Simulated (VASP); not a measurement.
# MgO (Fm-3m) in VASP: further runs

MgO is run at these levels: PBE; tasks: vibrations by perturbation theory.

All numbers are computed with VASP 6.6.1; they aren't measurements. Logs are shortened: lines on timing, memory, paths and dates and some standing lists are left out, and cuts for length are marked.

### Step 1. The cell of the first run

The structure is cubic, space group Fm-3m (No. 225). The conventional cell has a = 4.226 Å, b = 4.226 Å, c = 4.226 Å, α = 90.00°, β = 90.00°, γ = 90.00°. Within 2.8 Å of Mg (site symmetry m-3m) lie 6 O at 2.11 Å. O (site symmetry m-3m) has 6 Mg at 2.11 Å within 2.8 Å.

### Step 2. Vibrations by perturbation theory, PBE

INCAR reads:

```
SYSTEM = MgO
PREC     = Accurate       ! precision mode
ENCUT    = 520            ! plane-wave cutoff, eV
EDIFF    = 1E-8           ! SCF threshold, eV
ISMEAR   = 0              ! smearing method
SIGMA    = 0.01           ! smearing width, eV
LREAL    = .FALSE.        ! projectors in reciprocal space
LASPH    = .TRUE.         ! aspherical terms in the spheres
NELM     = 80             ! most SCF steps
ALGO     = Normal         ! electronic algorithm
ISIF     = 2              ! what is computed and relaxed
LWAVE    = .FALSE.        ! write WAVECAR
LCHARG   = .FALSE.        ! write CHGCAR
GGA      = PE             ! functional
NBANDS   = 11             ! bands
IBRION   = 8              ! ionic algorithm
NSW      = 1              ! ionic steps
LEPSILON = .TRUE.         ! dielectric tensor by DFPT
```

KPOINTS reads:

```
Automatic mesh
0
G
  10 10 10
  0 0 0
```

POSCAR reads:

```
MgO
1.0
    0.0000000000      2.1132307038      2.1132307038
    2.1132307038      0.0000000000      2.1132307038
    2.1132307038      2.1132307038      0.0000000000
Mg O
1 1
Direct
    0.0000000000      0.0000000000      0.0000000000
    0.5000000000      0.5000000000      0.5000000000
```

Potentials or basis: VASP PAW PBE potentials, release 64 (Mg, O).

Started as:

```
cat potpaw_PBE.64/Mg/POTCAR potpaw_PBE.64/O/POTCAR > POTCAR
mpirun -np 1 vasp_std > vasp.out
```

OUTCAR:

```text
SYSTEM = MgO
   PREC = Accurate
   ENCUT = 520
   EDIFF = 1E-8
   ISMEAR = 0
   LREAL = .FALSE.
   LASPH = .TRUE.
   NELM = 80
   ISIF = 2
   GGA = PE
   IBRION = 8
   NSW = 1
   LEPSILON = .TRUE.

 ion  position               nearest neighbor table
   1  0.000  0.000  0.000-   2 2.11   2 2.11   2 2.11   2 2.11   2 2.11   2 2.11
   2  0.500  0.500  0.500-   1 2.11   1 2.11   1 2.11   1 2.11   1 2.11   1 2.11

  LATTYP: Found a face centered cubic cell.
 ALAT       =     4.2264614076

  Lattice vectors:

 A1 = (   0.0000000000,   2.1132307038,   2.1132307038)
 A2 = (   2.1132307038,   0.0000000000,   2.1132307038)
 A3 = (   2.1132307038,   2.1132307038,   0.0000000000)

Analysis of symmetry for initial positions (statically):
=====================================================================
 Subroutine PRICEL returns:
 Original cell was already a primitive cell.

 Routine SETGRP: Setting up the symmetry group for a
 face centered cubic supercell.

 Subroutine GETGRP returns: Found 48 space group operations
 (whereof 48 operations were pure point group operations)
 out of a pool of 48 trial point group operations.

The static configuration has the point symmetry O_h .

Analysis of symmetry for dynamics (positions and initial velocities):
=====================================================================
 Subroutine PRICEL returns:
 Original cell was already a primitive cell.

 Routine SETGRP: Setting up the symmetry group for a
 face centered cubic supercell.

 Subroutine GETGRP returns: Found 48 space group operations
 (whereof 48 operations were pure point group operations)
 out of a pool of 48 trial point group operations.

The dynamic configuration has the point symmetry O_h .

 Subroutine INISYM returns: Found 48 space group operations
 (whereof 48 operations are pure point group operations),
 and found     1 'primitive' translations

----------------------------------------------------------------------------------------

                                     Primitive cell

  volume of cell :      18.8743

  direct lattice vectors                    reciprocal lattice vectors
     0.000000000  2.113230704  2.113230704    -0.236604550  0.236604550  0.236604550
     2.113230704  0.000000000  2.113230704     0.236604550 -0.236604550  0.236604550
     2.113230704  2.113230704  0.000000000     0.236604550  0.236604550 -0.236604550

  length of vectors
     2.988559522  2.988559522  2.988559522     0.409811102  0.409811102  0.409811102

  position of ions in fractional coordinates (direct lattice)
     0.000000000  0.000000000  0.000000000
     0.500000000  0.500000000  0.500000000

  ion indices of the primitive-cell ions
   primitive index   ion index
                 1           1
                 2           2

----------------------------------------------------------------------------------------

 KPOINTS: Automatic mesh

Automatic generation of k-mesh.
 Grid dimensions read from file:
 generate k-points for:   10   10   10

 Generating k-lattice:

  Cartesian coordinates                     Fractional coordinates (reciprocal lattice)
    -0.023660455  0.023660455  0.023660455     0.100000000  0.000000000  0.000000000
     0.023660455 -0.023660455  0.023660455     0.000000000  0.100000000  0.000000000
     0.023660455  0.023660455 -0.023660455     0.000000000  0.000000000  0.100000000

  Length of vectors
     0.040981110  0.040981110  0.040981110

  Shift w.r.t. Gamma in fractional coordinates (k-lattice)
     0.000000000  0.000000000  0.000000000

 Subroutine IBZKPT returns following result:
[... 455 lines left out ...]
 -----------------------------------------------------------------------------------
      0.00000      0.00000      0.00000         0.000000      0.000000      0.000000
      2.11323      2.11323      2.11323        -0.000000     -0.000000      0.000000
 -----------------------------------------------------------------------------------
    total drift:                               -0.000000     -0.000000      0.000000

  FREE ENERGIE OF THE ION-ELECTRON SYSTEM (eV)
  ---------------------------------------------------
  free  energy   TOTEN  =       -11.9095121214 eV

  energy  without entropy=      -11.9095121214  energy(sigma->0) =      -11.90951212

 HEAD OF MICROSCOPIC STATIC DIELECTRIC TENSOR (INDEPENDENT PARTICLE, excluding Hartree and local field effects)
 ------------------------------------------------------
           3.208245    -0.000000     0.000000
           0.000000     3.208245     0.000000
          -0.000000     0.000000     3.208245
 ------------------------------------------------------

 Free energy of the ion-electron system (eV)
  ---------------------------------------------------
  ---------------------------------------------------
  free energy    TOTEN  =        -0.12348219 eV

  energy without entropy =       -0.12348219

------------------------ aborting loop because EDIFF is reached ----------------------------------------

--------------------------------------- Ionic step        2  -------------------------------------------

------------------------ aborting loop because EDIFF is reached ----------------------------------------

--------------------------------------- Ionic step        3  -------------------------------------------

------------------------ aborting loop because EDIFF is reached ----------------------------------------

 PIEZOELECTRIC TENSOR FIELD DIRECTION 3  (e Angst)
 -----------------------------------------------------------------------------
    -0.00015  0.00000  0.00000           ( -0.00001  0.00000  0.00000)
     0.00000 -0.00015 -0.00000           (  0.00000 -0.00001 -0.00000)
     0.00000 -0.00000 -0.00017           (  0.00000 -0.00000 -0.00001)

 PIEZOELECTRIC TENSOR FIELD DIRECTION 3  (C/m^2)
 -----------------------------------------------------------------------------
    -0.00013  0.00000  0.00000
     0.00000 -0.00013 -0.00000
     0.00000 -0.00000 -0.00014

--------------------------------------- Ionic step        4  -------------------------------------------

------------------------ aborting loop because EDIFF is reached ----------------------------------------

[... ionic steps 5 to 6 ...]

--------------------------------------- Ionic step        7  -------------------------------------------

 Free energy of the ion-electron system (eV)
  ---------------------------------------------------
  ---------------------------------------------------
  free energy    TOTEN  =        -0.36006907 eV

  energy without entropy =       -0.36006907

------------------------ aborting loop because EDIFF is reached ----------------------------------------

 INTERNAL STRAIN TENSOR  FOR ION    2  DIRECTION 1   (eV/Angst):
 -----------------------------------------------------------------------------
    -0.00467 -0.00000  0.00000
    -0.00000  0.00695 -0.00000
     0.00000 -0.00000  0.00695

 MACROSCOPIC STATIC DIELECTRIC TENSOR (including local field effects in DFT)
 ------------------------------------------------------
           3.145028     0.000000    -0.000000
           0.000000     3.145028     0.000000
          -0.000000    -0.000000     3.145028
 ------------------------------------------------------

 PIEZOELECTRIC TENSOR (including local field effects)  for field in x, y, z        (e  Angst)
          XX          YY          ZZ          XY          YZ          ZX
  --------------------------------------------------------------------------------
  x     0.00000     0.00000     0.00000     0.00000     0.00000     0.00000
  y     0.00000     0.00000     0.00000     0.00000     0.00000     0.00000
  z     0.00000     0.00000     0.00000     0.00000     0.00000     0.00000

 PIEZOELECTRIC TENSOR (including local field effects)  for field in x, y, z        (C/m^2)
          XX          YY          ZZ          XY          YZ          ZX
  --------------------------------------------------------------------------------
  x     0.00000     0.00000     0.00000     0.00000     0.00000     0.00000
  y     0.00000     0.00000     0.00000     0.00000     0.00000     0.00000
  z     0.00000     0.00000     0.00000     0.00000     0.00000     0.00000

 BORN EFFECTIVE CHARGES (including local field effects) (in |e|, cummulative output)
 ---------------------------------------------------------------------------------
 ion    1
    1     1.97340     0.00000     0.00000
    2    -0.00000     1.97340     0.00000
    3     0.00000    -0.00000     1.97340
 ion    2
    1    -1.97340    -0.00000    -0.00000
    2     0.00000    -1.97340    -0.00000
    3    -0.00000     0.00000    -1.97340

 INTERNAL STRAIN TENSOR FOR ION    2 for displacements in x,y,z  (eV/Angst):
          X           Y           Z          XY          YZ          ZX
  --------------------------------------------------------------------------------
  x     0.00000     0.00000     0.00000     0.00000     0.00000     0.00000
  y     0.00000     0.00000     0.00000     0.00000     0.00000     0.00000
  z     0.00000     0.00000     0.00000     0.00000     0.00000     0.00000

 SECOND DERIVATIVES (NOT SYMMETRIZED)
 ------------------------------------
               1X          1Y          1Z          2X          2Y          2Z
  1X    -5.273513    0.000000    0.000000    5.273513    0.000000    0.000000
  1Y     0.000000   -5.273513    0.000000    0.000000    5.273513    0.000000
  1Z     0.000000    0.000000   -5.273513    0.000000    0.000000    5.273513
  2X     5.286436    0.000000    0.000000   -5.286436    0.000000    0.000000
  2Y     0.000000    5.286436    0.000000    0.000000   -5.286436    0.000000
  2Z     0.000000    0.000000    5.286436    0.000000    0.000000   -5.286436

 Eigenvectors and eigenvalues of the dynamical matrix
 ----------------------------------------------------

   1 f  =   11.566265 THz    72.672983 2PiTHz  385.809056 cm-1    47.834205 meV
             X         Y         Z           dx          dy          dz
      0.000000  0.000000  0.000000    -0.629593    0.000000    0.000000
      2.113231  2.113231  2.113231     0.776925    0.000000    0.000000
[... 21 lines left out ...]
   6 f/i=    0.006924 THz     0.043503 2PiTHz    0.230951 cm-1     0.028634 meV
             X         Y         Z           dx          dy          dz
      0.000000  0.000000  0.000000     0.000000    0.000000    0.776925
      2.113231  2.113231  2.113231     0.000000    0.000000    0.629593

--------------------------------------------------------------------------------------------------------

 MACROSCOPIC STATIC DIELECTRIC TENSOR IONIC CONTRIBUTION
 ------------------------------------------------------
           7.071202    -0.000000     0.000000
          -0.000000     7.071202    -0.000000
           0.000000    -0.000000     7.071202
 ------------------------------------------------------

 ELASTIC MODULI CONTR FROM IONIC RELAXATION (kBar)
 Direction    XX          YY          ZZ          XY          YZ          ZX
 --------------------------------------------------------------------------------
 XX           0.0000      0.0000      0.0000      0.0000      0.0000      0.0000
 YY           0.0000      0.0000      0.0000      0.0000      0.0000      0.0000
 ZZ           0.0000      0.0000      0.0000      0.0000      0.0000      0.0000
 XY           0.0000      0.0000      0.0000      0.0000      0.0000      0.0000
 YZ           0.0000      0.0000      0.0000      0.0000      0.0000      0.0000
 ZX           0.0000      0.0000      0.0000      0.0000      0.0000      0.0000
 --------------------------------------------------------------------------------

 PIEZOELECTRIC TENSOR IONIC CONTR  for field in x, y, z        (C/m^2)
          XX          YY          ZZ          XY          YZ          ZX
  --------------------------------------------------------------------------------
  x     0.00000     0.00000     0.00000     0.00000     0.00000     0.00000
  y     0.00000     0.00000     0.00000     0.00000     0.00000     0.00000
  z     0.00000     0.00000     0.00000     0.00000     0.00000     0.00000
```

Run time: 1.9 min. Hardware: 1 thread of Intel Xeon Platinum 8259CL at 2.50GHz (Skylake/Cascade Lake), shared host; peak memory 0.2 GiB.

Results:

| Item | Value |
| --- | --- |
| Electronic dielectric tensor (diagonal) | 3.15 |
| Born charges (mean of the diagonal) | Mg +1.97; O -1.97 e |
| Highest phonon frequency at Γ, LO-TO splitting left out | 386 cm⁻¹ |

Phonon frequencies in cm⁻¹ (negative: imaginary):
```
              q point        frequencies
(0.000, 0.000, 0.000)  0 0 0 386 386 386
```

Electronic dielectric tensor:
```
3.15 0.00 0.00
0.00 3.15 0.00
0.00 0.00 3.15
```

Born effective charge tensors (e):
atom 1, Mg
```
1.97 0.00 0.00
0.00 1.97 0.00
0.00 0.00 1.97
```
atom 2, O
```
-1.97  0.00  0.00
 0.00 -1.97  0.00
 0.00  0.00 -1.97
```

Caveat: the cell wasn't relaxed at this level first, which shifts response properties.

### Step 3. Vibrations by perturbation theory, PBE

This run uses another cell than the first one, of 9.62 Å³/atom, 1.020 times its volume.

INCAR reads:

```
PREC     = Accurate       # precision mode
ENCUT    = 520            # plane-wave cutoff, eV
EDIFF    = 1E-8           # SCF threshold, eV
ISMEAR   = 0              # smearing method
SIGMA    = 0.01           # smearing width, eV
LREAL    = F              # projectors in reciprocal space
LASPH    = T              # aspherical terms in the spheres
NELM     = 60             # most SCF steps
ALGO     = Normal         # electronic algorithm
ISIF     = 2              # what is computed and relaxed
LWAVE    = F              # write WAVECAR
LCHARG   = F              # write CHGCAR
GGA      = PE             # functional
NBANDS   = 11             # bands
IBRION   = 8              # ionic algorithm
NSW      = 1              # ionic steps
LEPSILON = T              # dielectric tensor by DFPT
```

KPOINTS reads:

```
Automatic mesh
0
Gamma
  10 10 10
```

POSCAR reads:

```
MgO
1.0
    0.0000000000      2.1269229054      2.1269229054
    2.1269229054      0.0000000000      2.1269229054
    2.1269229054      2.1269229054      0.0000000000
Mg O
1 1
Direct
    0.0000000000      0.0000000000      0.0000000000
    0.5000000000      0.5000000000      0.5000000000
```

Potentials or basis: VASP PAW PBE potentials, release 64 (Mg, O).

Started as:

```
cat potpaw_PBE.64/Mg/POTCAR potpaw_PBE.64/O/POTCAR > POTCAR
mpirun -np 1 vasp_std > vasp.out
```

OUTCAR:

```text
PREC = Accurate
   ENCUT = 520
   EDIFF = 1E-8
   ISMEAR = 0
   LREAL = F
   LASPH = T
   NELM = 60
   ISIF = 2
   GGA = PE
   IBRION = 8
   NSW = 1
   LEPSILON = T

 ion  position               nearest neighbor table
   1  0.000  0.000  0.000-   2 2.13   2 2.13   2 2.13   2 2.13   2 2.13   2 2.13
   2  0.500  0.500  0.500-   1 2.13   1 2.13   1 2.13   1 2.13   1 2.13   1 2.13

  LATTYP: Found a face centered cubic cell.
[... 666 lines left out ...]
      2.126923  2.126923  2.126923     0.000000   -0.777139    0.000000
[... 21 lines left out ...]
   6 f/i=    0.010343 THz     0.064985 2PiTHz    0.344995 cm-1     0.042774 meV
             X         Y         Z           dx          dy          dz
      0.000000  0.000000  0.000000     0.000000    0.000000    0.777139
      2.126923  2.126923  2.126923     0.000000    0.000000    0.629329

--------------------------------------------------------------------------------------------------------

 MACROSCOPIC STATIC DIELECTRIC TENSOR IONIC CONTRIBUTION
 ------------------------------------------------------
           7.693694     0.000000    -0.000000
           0.000000     7.693694     0.000000
          -0.000000     0.000000     7.693694
 ------------------------------------------------------

 ELASTIC MODULI CONTR FROM IONIC RELAXATION (kBar)
 Direction    XX          YY          ZZ          XY          YZ          ZX
 --------------------------------------------------------------------------------
 XX           0.0000      0.0000      0.0000      0.0000      0.0000      0.0000
 YY           0.0000      0.0000      0.0000      0.0000      0.0000      0.0000
 ZZ           0.0000      0.0000      0.0000      0.0000      0.0000      0.0000
 XY           0.0000      0.0000      0.0000      0.0000      0.0000      0.0000
 YZ           0.0000      0.0000      0.0000      0.0000      0.0000      0.0000
 ZX           0.0000      0.0000      0.0000      0.0000      0.0000      0.0000
 --------------------------------------------------------------------------------

 PIEZOELECTRIC TENSOR IONIC CONTR  for field in x, y, z        (C/m^2)
          XX          YY          ZZ          XY          YZ          ZX
  --------------------------------------------------------------------------------
  x     0.00000     0.00000     0.00000     0.00000     0.00000     0.00000
  y     0.00000     0.00000     0.00000     0.00000     0.00000     0.00000
  z     0.00000     0.00000     0.00000     0.00000     0.00000     0.00000
```

OSZICAR:

```text
N       E                     dE             d eps       ncg     rms          rms(c)
DAV:   1     0.154820171501E+02    0.15482E+02   -0.45280E+03  1178   0.638E+02
DAV:   2    -0.127641737763E+02   -0.28246E+02   -0.26949E+02  1208   0.136E+02
[... 137 lines left out ...]
RMM:   6    -0.360127025983E+00    0.59171E-05   -0.10467E-07  3926   0.213E-03    0.972E-04
RMM:   7    -0.360116825316E+00    0.10201E-04   -0.47488E-08  3790   0.127E-03    0.104E-04
RMM:   8    -0.360116613882E+00    0.21143E-06   -0.30406E-08  3855   0.224E-04    0.336E-05
RMM:   9    -0.360116742201E+00   -0.12832E-06   -0.30625E-08  3939   0.218E-04    0.392E-06
RMM:  10    -0.360116711830E+00    0.30371E-07   -0.30762E-08  3648   0.167E-04    0.141E-06
RMM:  11    -0.360116716560E+00   -0.47301E-08   -0.30753E-08  3452   0.164E-04    0.168E-07
 Linear response finished
```

stdout:

```text
POSCAR found type information on POSCAR MgO
 POSCAR found :  2 types and       2 ions
 scaLAPACK will be used
 LDA part: xc-table for (Slater+PW92), standard interpolation
 POSCAR, INCAR and KPOINTS ok, starting setup
 FFT: planning ... GRIDC
 FFT: planning ... GRID_SOFT
 FFT: planning ... GRID
 WAVECAR not read
 entering main loop
[... 23 lines left out ...]
  Direction:   3
 dielectric tensor                  component  3 :     0.038     0.236     3.171
 Linear response DOF=           2
 Linear response progress:
 first order change of Fermi-energy  -0.81766E-01
 force on displaced ion       1 direction 1 :  -4.790   0.000   0.000
 Born effective charge ion    1 direction 1 :   1.981   0.000   0.000
 Linear response progress:
 first order change of Fermi-energy   0.83660E-01
 force on displaced ion       2 direction 1 :  -4.808   0.000   0.000
 Born effective charge ion    2 direction 1 :  -1.982   0.000   0.000
 Born effective charges drift removed
 Linear response finished
```

Wall time 1.8 min (1 thread of Intel Xeon Platinum 8259CL at 2.50GHz (Skylake/Cascade Lake), shared host); peak memory 0.2 GiB.

What came out:

- Electronic dielectric tensor (diagonal): 3.17
- Born charges (mean of the diagonal): Mg +1.98; O -1.98 e
- Highest phonon frequency at Γ, LO-TO splitting left out: 368 cm⁻¹

Phonon frequencies in cm⁻¹ (negative: imaginary):
| q point | frequencies |
| --- | --- |
| (0.000, 0.000, 0.000) | 0 0 0 368 368 368 |

Electronic dielectric tensor:
```
3.17 0.00 0.00
0.00 3.17 0.00
0.00 0.00 3.17
```

Born effective charge tensors (e):
atom 1, Mg
```
1.98 0.00 0.00
0.00 1.98 0.00
0.00 0.00 1.98
```
atom 2, O
```
-1.98  0.00  0.00
 0.00 -1.98  0.00
 0.00  0.00 -1.98
```

(Part 1 of 2 ends here.)
